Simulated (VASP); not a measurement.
# In3Se2 (R-3c) in VASP: a series of runs, part 2 of 2

VASP 6.6.1.

### Step 4. Relaxation of cell and atoms, PBE

The input, INCAR:

```
PREC = Accurate
ENCUT = 600
EDIFF = 1E-6
ISMEAR = 0
SIGMA = 0.1
LREAL = False
LASPH = True
NELM = 60
ALGO = Normal
ISIF = 3
LWAVE = False
LCHARG = False
GGA = PE
IBRION = 2
NSW = 90
EDIFFG = -0.04
```

The input, KPOINTS:

```
regular mesh
0
Gamma
  3 3 3
```

The input, POSCAR:

```
In3Se2
1.0
    3.4295361270      1.9800436061      6.2422707666
   -3.4295361270      1.9800436061      6.2422707666
    0.0000000000     -3.9600872123      6.2422707666
In Se
6 4
Direct
    0.0562500000      0.4437500000      0.7500000000
    0.7500000000      0.0562500000      0.4437500000
    0.4437500000      0.7500000000      0.0562500000
    0.9437500000      0.5562500000      0.2500000000
    0.2500000000      0.9437500000      0.5562500000
    0.5562500000      0.2500000000      0.9437500000
    0.8521800000      0.8521800000      0.8521800000
    0.6478200000      0.6478200000      0.6478200000
    0.1478200000      0.1478200000      0.1478200000
    0.3521800000      0.3521800000      0.3521800000
```

Potentials or basis: VASP PAW PBE potentials, release 64 (In_d, Se).

The run is started by

```bash
> cat potpaw_PBE.64/In_d/POTCAR potpaw_PBE.64/Se/POTCAR > POTCAR
> mpirun -np 1 vasp_std > vasp.out
```

OUTCAR:

```text
PREC = Accurate
   ENCUT = 600
   EDIFF = 1E-6
   ISMEAR = 0
   LREAL = False
   LASPH = True
   NELM = 60
   ISIF = 3
   GGA = PE
   IBRION = 2
   NSW = 90
   EDIFFG = -0.04

 ion  position               nearest neighbor table
   1  0.056  0.444  0.750-   9 2.67  10 2.67   7 2.84   8 2.84   2 3.64   3 3.64   4 3.78   4 3.78
                             5 3.93   6 3.93   6 3.93   5 3.93
   2  0.750  0.056  0.444-  10 2.67   9 2.67   8 2.84   7 2.84   1 3.64   3 3.64   5 3.78   5 3.78
                             4 3.93   4 3.93   6 3.93   6 3.93
   3  0.444  0.750  0.056-   9 2.67  10 2.67   7 2.84   8 2.84   1 3.64   2 3.64   6 3.78   6 3.78
                             4 3.93   4 3.93   5 3.93   5 3.93
   4  0.944  0.556  0.250-   7 2.67   8 2.67   9 2.84  10 2.84   6 3.64   5 3.64   1 3.78   1 3.78
                             2 3.93   3 3.93   2 3.93   3 3.93
   5  0.250  0.944  0.556-   8 2.67   7 2.67  10 2.84   9 2.84   4 3.64   6 3.64   2 3.78   2 3.78
                             1 3.93   1 3.93   3 3.93   3 3.93
   6  0.556  0.250  0.944-   7 2.67   8 2.67   9 2.84  10 2.84   4 3.64   5 3.64   3 3.78   3 3.78
                             1 3.93   1 3.93   2 3.93   2 3.93
   7  0.852  0.852  0.852-   6 2.67   5 2.67   4 2.67   1 2.84   3 2.84   2 2.84
   8  0.648  0.648  0.648-   5 2.67   6 2.67   4 2.67   1 2.84   2 2.84   3 2.84
   9  0.148  0.148  0.148-   3 2.67   2 2.67   1 2.67   4 2.84   6 2.84   5 2.84
  10  0.352  0.352  0.352-   2 2.67   3 2.67   1 2.67   4 2.84   5 2.84   6 2.84

  LATTYP: Found a trigonal (rhomboedric) cell.
 ALAT       =     7.3924444571
 COS(alpha) =     0.5695481095

  Lattice vectors:

 A1 = (   3.4295361270,   1.9800436061,   6.2422707666)
 A2 = (  -3.4295361270,   1.9800436061,   6.2422707666)
 A3 = (   0.0000000000,  -3.9600872123,   6.2422707666)

Analysis of symmetry for initial positions (statically):
=====================================================================
 Subroutine PRICEL returns:
 Original cell was already a primitive cell.

 Routine SETGRP: Setting up the symmetry group for a
 trigonal (rhombohedral) supercell.

 Subroutine GETGRP returns: Found 12 space group operations
 (whereof  6 operations were pure point group operations)
 out of a pool of 12 trial point group operations.

The static configuration has the point symmetry S_6 .
 The point group associated with its full space group is D_3d.

Analysis of symmetry for dynamics (positions and initial velocities):
=====================================================================
 Subroutine PRICEL returns:
 Original cell was already a primitive cell.

[... 131 lines left out ...]
   LHFCALC =     F    Hartree Fock is set to
   AEXX    =    0.0000 exact exchange contribution
   IVDW    =     0    specifies the selected vdW correction
   LEPSILON=     F    determine dielectric tensor
   LRPA    =     F    only Hartree local field effects (RPA)
 conjugate gradient relaxation of ions
 non-spin polarized calculation
 Gauss-broadening in eV      SIGMA  =   0.10
  energy-cutoff  :      600.00
  volume of cell :      254.33
 maximum number of plane-waves:      8521
   NGX = 29   NGY = 29   NGZ = 29

--------------------------------------- Ionic step        1  -------------------------------------------

 number of electron     101.9999986 magnetization

 Free energy of the ion-electron system (eV)
  ---------------------------------------------------
  ext. energy  EPLUGINS =         0.00000000
  ---------------------------------------------------
  free energy    TOTEN  =       -28.46892088 eV

  energy without entropy =      -28.45114350  energy(sigma->0) =      -28.46003219

 E-fermi :   6.7925     XC(G=0):  -9.7818

 val. band max:        6.7059920146   @ k =   0.3333   0.3333   0.3333
 cond. band min:       6.8805338995   @ k =  -0.3333   0.3333   0.0000
 fundamental gap:      0.1745418850
 Fermi energy:         6.7924900154

 k-point     1 :       0.0000    0.0000    0.0000
  band No.  band energies     occupation
      1      -9.0133      2.00000
      2      -8.8428      2.00000
      3      -8.8008      2.00000
      4      -8.6117      2.00000
      5      -8.2887      2.00000
      6      -8.2887      2.00000
[... 498 lines left out ...]
  FREE ENERGIE OF THE ION-ELECTRON SYSTEM (eV)
  ---------------------------------------------------
  free  energy   TOTEN  =       -31.1470783586 eV

  energy  without entropy=      -31.1368792626  energy(sigma->0) =      -31.14197881

[... ionic steps 4 to 11 ...]

--------------------------------------- Ionic step       12  -------------------------------------------

 number of electron     102.0000013 magnetization

------------------------ aborting loop because EDIFF is reached ----------------------------------------
[... 83 lines left out ...]
--------------------------------------- Ionic step       14  -------------------------------------------

 number of electron     101.9999995 magnetization

 Free energy of the ion-electron system (eV)
  ---------------------------------------------------
  ext. energy  EPLUGINS =         0.00000000
  ---------------------------------------------------
  free energy    TOTEN  =       -31.42673463 eV

  energy without entropy =      -31.42150945  energy(sigma->0) =      -31.42412204

 E-fermi :   4.0434     XC(G=0):  -8.6071

 val. band max:        3.9313238997   @ k =   0.3333   0.3333   0.3333
 cond. band min:       4.1746521274   @ k =   0.3333  -0.0000  -0.0000
 fundamental gap:      0.2433282276
 Fermi energy:         4.0434403208

 k-point     1 :       0.0000    0.0000    0.0000
  band No.  band energies     occupation
      1     -10.7176      2.00000
      2     -10.6356      2.00000
      3     -10.5947      2.00000
      4     -10.5606      2.00000
      5     -10.5440      2.00000
      6     -10.5440      2.00000
[... 410 lines left out ...]
  FREE ENERGIE OF THE ION-ELECTRON SYSTEM (eV)
  ---------------------------------------------------
  free  energy   TOTEN  =       -31.4267346286 eV

  energy  without entropy=      -31.4215094519  energy(sigma->0) =      -31.42412204

 reached required accuracy - stopping structural energy minimisation
```

OSZICAR:

```text
N       E                     dE             d eps       ncg     rms          rms(c)
DAV:   1     0.122587433625E+04    0.12259E+04   -0.50237E+04   737   0.227E+03
DAV:   2     0.180295256361E+03   -0.10456E+04   -0.10251E+04   732   0.597E+02
DAV:   3    -0.103956924252E+02   -0.19069E+03   -0.18496E+03   810   0.240E+02
DAV:   4    -0.285620198860E+02   -0.18166E+02   -0.17768E+02   904   0.662E+01
[... 151 lines left out ...]
DAV:   5    -0.314266710300E+02   -0.67161E-03   -0.87531E-03   772   0.720E-01    0.170E-01
DAV:   6    -0.314267563572E+02   -0.85327E-04   -0.88800E-04  1075   0.268E-01    0.376E-02
DAV:   7    -0.314267433329E+02    0.13024E-04   -0.71415E-05  1179   0.752E-02    0.204E-02
DAV:   8    -0.314267351163E+02    0.82166E-05   -0.35074E-05   923   0.559E-02    0.802E-03
DAV:   9    -0.314267346286E+02    0.48777E-06   -0.28032E-06   570   0.911E-03
  14 F= -.31426735E+02 E0= -.31424122E+02  d E =-.143606E-01
```

CONTCAR:

```text
In3Se2
   1.00000000000000
     3.9025196029109015    2.2531207432411859    6.2308856073981538
    -3.9025196029109015    2.2531207432411859    6.2308856073981538
     0.0000000000000000   -4.5062414865953411    6.2308856073974965
  In              Se
     6     4
Direct
     0.0311867864368108    0.4688132135631891    0.7500000000000000
     0.7500000000000028    0.0311867864368135    0.4688132135631861
     0.4688132135631864    0.7499999999999972    0.0311867864368138
     0.9688132135631892    0.5311867864368108    0.2500000000000000
     0.2499999999999973    0.9688132135631865    0.5311867864368138
     0.5311867864368135    0.2500000000000027    0.9688132135631862
     0.8687975301331285    0.8687975301331285    0.8687975301331265
     0.6312024698668715    0.6312024698668715    0.6312024698668735
     0.1312024698668715    0.1312024698668715    0.1312024698668736
     0.3687975301331285    0.3687975301331285    0.3687975301331265

  0.00000000E+00  0.00000000E+00  0.00000000E+00
  0.00000000E+00  0.00000000E+00  0.00000000E+00
  0.00000000E+00  0.00000000E+00  0.00000000E+00
  0.00000000E+00  0.00000000E+00  0.00000000E+00
  0.00000000E+00  0.00000000E+00  0.00000000E+00
  0.00000000E+00  0.00000000E+00  0.00000000E+00
  0.00000000E+00  0.00000000E+00  0.00000000E+00
  0.00000000E+00  0.00000000E+00  0.00000000E+00
  0.00000000E+00  0.00000000E+00  0.00000000E+00
  0.00000000E+00  0.00000000E+00  0.00000000E+00
```

Run time: 16 min. Hardware: 1 thread of Intel Xeon Platinum 8559C (Emerald Rapids), shared host; peak memory 0.55 GiB.

What came out:

| Property | Result |
| --- | --- |
| Free energy | -31.4267 eV |
| Relaxed volume | 32.87 Å³/atom |
| Relaxed cell | a = 7.690 Å, b = 7.690 Å, c = 7.690 Å, α = 61.00°, β = 61.00°, γ = 61.00° |
| Space group after relaxing (to 0.05 Å) | R-3c (No. 167) |
| Energy gained by relaxing | 295.8 meV/atom |
| Ionic steps | 14 |
| Pressure after relaxing | 0.0 GPa |
| Largest force after relaxing | 0.033 eV/Å |
| Band gap on the k mesh | zero (band 51 reaches 4.61 eV, above the bottom of band 52 at 3.93 eV) |

Forces on the atoms (eV/Å):
```
In  -0.011  0.000  0.000
In   0.005 -0.009  0.000
In   0.005  0.009  0.000
In   0.011  0.000  0.000
In  -0.005  0.009  0.000
In  -0.005 -0.009  0.000
Se   0.000  0.000 -0.033
Se   0.000  0.000  0.033
Se   0.000  0.000  0.033
Se   0.000  0.000 -0.033
```

Step by step:
| step | energy change (eV) | largest force (eV/Å) | pressure (GPa) | volume (Å³) |
| --- | --- | --- | --- | --- |
| 1 | 0.0000 | 0.1801 | 13.11 | 254.33 |
| 2 | -2.6781 | 0.2454 | 0.00 | 338.83 |
| 3 | -2.6782 | 0.2449 | -0.04 | 339.53 |
| 4 | -2.7016 | 0.2221 | -0.07 | 339.53 |
| 5 | -2.7621 | 0.1836 | -0.07 | 339.47 |
| 6 | -2.8348 | 0.2525 | -0.05 | 339.21 |
| 7 | -2.7647 | 0.3956 | 0.22 | 338.06 |
| 8 | -2.8420 | 0.2961 | 0.00 | 338.98 |
| 9 | -2.8816 | 0.2204 | -0.14 | 339.02 |
| 10 | -2.9277 | 0.0683 | -0.52 | 339.12 |
| 11 | -2.9321 | 0.0528 | 0.58 | 323.07 |
| 12 | -2.9435 | 0.0625 | 0.04 | 330.29 |
| 13 | -2.9491 | 0.0431 | -0.03 | 329.92 |
| 14 | -2.9578 | 0.0327 | -0.04 | 328.72 |

Final structure:
```xyz
10
Lattice="3.9025 2.2531 6.2309 -3.9025 2.2531 6.2309 0.0000 -4.5062 6.2309" Properties=species:S:1:pos:R:3 pbc="T T T"
In   -1.7078   -2.2531    7.7886
In    2.8052   -0.3525    7.7886
In   -1.0973    2.6056    7.7886
In    1.7078    2.2531   10.9041
In   -2.8052    0.3525   10.9040
In    1.0973   -2.6056   10.9040
Se    0.0000    0.0000   16.2401
Se    0.0000    0.0000   11.7989
Se    0.0000    0.0000    2.4525
Se    0.0000    0.0000    6.8938
```

Caveat: the k points lie up to 0.33 Å⁻¹ apart in the final cell; the volume moved by over 15 % at a fixed basis, so the end points are rough; spin-orbit coupling is left out, which moves the levels of the heavy elements.

### Step 5. The runs side by side

```csv
task,cell,cutoff (eV),gap on the mesh (eV),pressure (GPa),largest force (eV/Å)
single point,"a = 7.392 Å, angles 55.3°, 10 atoms",520,none,13.1,0.18
single point,"a = 7.697 Å, angles 60.6°, 10 atoms",520,none,0.2,0.03
relaxation of cell and atoms,"relaxed from a = 7.392 Å, angles 55.3°, 10 atoms",600,none,0.0,0.03
```

Alike in all rows: level PBE; potentials or basis VASP PAW PBE potentials, release 64 (In_d, Se); no spin polarisation; k mesh 3 × 3 × 3; smearing gaussian 0.1 eV.

Caveats: some runs use coarse meshes; spin-orbit coupling is left out, which moves the levels of the heavy elements; the volume moved by over 15 % at a fixed basis, so the end points are rough (some runs).

Absolute energies hang on the potentials; compare differences alone.
